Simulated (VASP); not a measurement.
**Be12Al: single point with PBE**

Slab: Be12Al, a slab with vacuum.

```xyz
13
Lattice="4.5800 0.0000 0.0000 2.2900 3.9664 0.0000 0.0000 0.0000 16.5884" Properties=species:S:1:pos:R:3 pbc="T T T"
Be    0.0000    0.0000    1.0000
Be    2.2900    0.0000    1.0000
Be    1.1450    1.9832    1.0000
Be    3.4350    1.9832    1.0000
Be   -0.0225    1.4044    2.9534
Be    2.2413    1.6805    3.1634
Be    1.1584    3.5983    3.7175
Be    3.6546    3.1623    2.7833
Be    0.1452   -1.0728    5.3636
Be    2.3186   -1.0982    6.3517
Be    1.6173    0.7736    5.3857
Be    3.6700    1.0602    4.8262
Al    2.3748    4.5765    7.2608
```

| Item | Value |
| --- | --- |
| Program | VASP 6.6.1 |
| Task | single point |
| Functional | PBE |
| Potentials or basis | VASP PAW PBE potentials, release 64 (Be, Al) |
| Cutoff | 520 eV |
| k mesh | 3 × 3 × 1 |
| Occupations | fermi-dirac, width 0.05 eV |
| Spin | no spin polarisation |
| Dipole correction | no |
| Further INCAR settings | ALGO = Normal; EDIFF = 1e-06; NBANDS = 26 |

The largest force is 2.918 eV/Å.

Forces in eV/Å, atoms in the order of the input:
```
Be   0.064 -0.175 -0.024
Be   0.267  0.461 -0.219
Be   0.132  0.127  0.283
Be  -0.334 -0.076  0.211
Be   0.573 -0.668 -0.352
Be   0.567 -1.203  0.313
Be  -0.781 -2.080 -1.826
Be  -0.724  1.840  0.732
Be   0.217  0.073  0.137
Be   0.414 -0.025 -0.625
Be  -0.586  0.265 -0.683
Be   0.508  1.815  2.228
Al  -0.316 -0.355 -0.173
```

Levels at points of the mesh, in eV from the Fermi level:
```csv
k point,band 11,band 12,band 13,band 14,band 15,band 16,band 17,band 18
"(0.00, 0.00, 0.00)",-1.53,-1.29,-0.76,-0.69,1.07,1.26,1.54,1.82
```

Run time: 87 s on 1 thread of AMD EPYC 7R13 Processor (Zen 3), on a shared host, peak memory 0.35 GiB.

Caveat: the k points lie up to 0.53 Å⁻¹ apart.
